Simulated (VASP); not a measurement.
# BN (pbesol): vibrations by perturbation theory with PBEsol

The system is BN (pbesol).

```
B N
1.0
     0.00000    1.81478    1.81478
     1.81478    0.00000    1.81478
     1.81478    1.81478    0.00000
B N
1 1
Direct
  0.00000 0.00000 0.00000
  0.25000 0.25000 0.25000
```

This cell differs from its parent crystal: phonons at volume x 1.02.

| Item | Value |
| --- | --- |
| Program | VASP 6.6.1 |
| Task | vibrations by perturbation theory |
| Functional | PBEsol |
| Potentials or basis | VASP PAW PBE potentials, release 64 (B, N) |
| Cutoff | 600 eV |
| k mesh | 12 × 12 × 12 |
| Occupations | gaussian, width 0.01 eV |
| Spin | no spin polarisation |
| Dipole correction | no |
| Further INCAR settings | ALGO = Normal; EDIFF = 1e-08; NBANDS = 11; IBRION = 8; NSW = 1 |

```
Electronic dielectric tensor (diagonal)                 : 4.65
Born charges (mean of the diagonal)                     : B +1.91; N -1.91 e
Highest phonon frequency at Γ, LO-TO splitting left out : 1025 cm⁻¹
```

Phonon frequencies in cm⁻¹ (negative: imaginary):
| q point | frequencies |
| --- | --- |
| (0.000, 0.000, 0.000) | 0 0 0 1025 1025 1025 |

Electronic dielectric tensor:
```
4.65 0.00 0.00
0.00 4.65 0.00
0.00 0.00 4.65
```

Born effective charge tensors (e):
atom 1, B
```
1.91 0.00 0.00
0.00 1.91 0.00
0.00 0.00 1.91
```
atom 2, N
```
-1.91  0.00  0.00
 0.00 -1.91  0.00
 0.00  0.00 -1.91
```

It took 3.3 min on 1 thread of AMD EPYC 9R45 96-Core Processor (Zen 5), on a shared host, peak memory 0.2 GiB.

Caveat: the cell differs from its parent crystal (phonons at volume x 1.02); the cell wasn't relaxed at this level first, which shifts response properties.
